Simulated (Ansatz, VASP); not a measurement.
# ZnS: VASP beside Ansatz

INCAR

```
PREC = Accurate ; ENCUT = 520
EDIFF = 1E-7 ; ISMEAR = 0
SIGMA = 0.05 ; LREAL = False
LASPH = True ; NELM = 60
ALGO = Normal ; ISIF = 2
LWAVE = False ; LCHARG = False
GGA = CA ; NBANDS = 36
```

KPOINTS

```
Automatic mesh
0
Gamma
  8 8 3
```

POSCAR

```
ZnS
1.0
    2.7046500000     -2.7046500000      0.0000000000
    2.7046500000      0.0000000000     -2.7046500000
    7.6633553100      4.2822723450      4.2822723450
Zn S
3 3
Direct
    0.6145652767      0.6145652767      0.1250333333
   -0.3299013900     -0.3299013900      0.7917000000
    0.1423319433      0.1423319433      0.4583666667
    0.3020402767      0.3020402767      0.8750333333
    0.7742736100      0.7742736100      0.5417000000
    0.2465069433      0.2465069433      0.2083666667
```

Input for Ansatz:

```yaml
crystal:
  lattice:
    - [2.70465, -2.70465, 0.0]
    - [2.70465, 0.0, -2.70465]
    - [7.66335531, 4.282272345, 4.282272345]
  atoms:
    - { symbol: Zn, position: [0.6145652767, 0.6145652767, 0.1250333333] }
    - { symbol: Zn, position: [-0.32990139, -0.32990139, 0.7917] }
    - { symbol: Zn, position: [0.1423319433, 0.1423319433, 0.4583666667] }
    - { symbol: S, position: [0.3020402767, 0.3020402767, 0.8750333333] }
    - { symbol: S, position: [0.77427361, 0.77427361, 0.5417] }
    - { symbol: S, position: [0.2465069433, 0.2465069433, 0.2083666667] }
basis:
  ecutwfc: 420
kpoints:
  mp_grid: { grid: [8, 8, 3] }
hamiltonian:
  xc: lda
scf:
  occupations: { method: gaussian, width: 0.05 }
output:
  forces: true
  stress: true
  eigenvalues: true
```

Alike in both runs: task single point; functional LDA; k mesh 8 × 8 × 3; occupations gaussian, width 0.05 eV; no spin polarisation.

|  | VASP | Ansatz |
| --- | --- | --- |
| version | VASP 6.6.1 | Ansatz 0.2.0 |
| potentials or method | VASP PAW LDA potentials, release 64 (Zn, S), cutoff 520 eV | scalar-relativistic, plane waves, PAW |
| valence electrons in the cell | 54 | 54 |

Ansatz gave:

```
gap on the k mesh at the Fermi level (eV)                     : 0.85
least direct gap on the mesh (eV)                             : 0.85
pressure (GPa)                                                : -5.0
traceless stress, the component that is largest in VASP (GPa) : 2.16
rms of the force components (eV/Å)                            : 0.135
```

Q: Which values does VASP return?

A: gap on the k mesh at the Fermi level (eV): 0.88; least direct gap on the mesh (eV): 0.88; pressure (GPa): -4.8; traceless stress, the component that is largest in VASP (GPa): 2.16; rms of the force components (eV/Å): 0.133.

LDA's correlation is that of Perdew and Zunger in VASP and of Perdew and Wang (1992) in Ansatz. Atom by atom the forces differ by 0.004 eV/Å (rms over components).
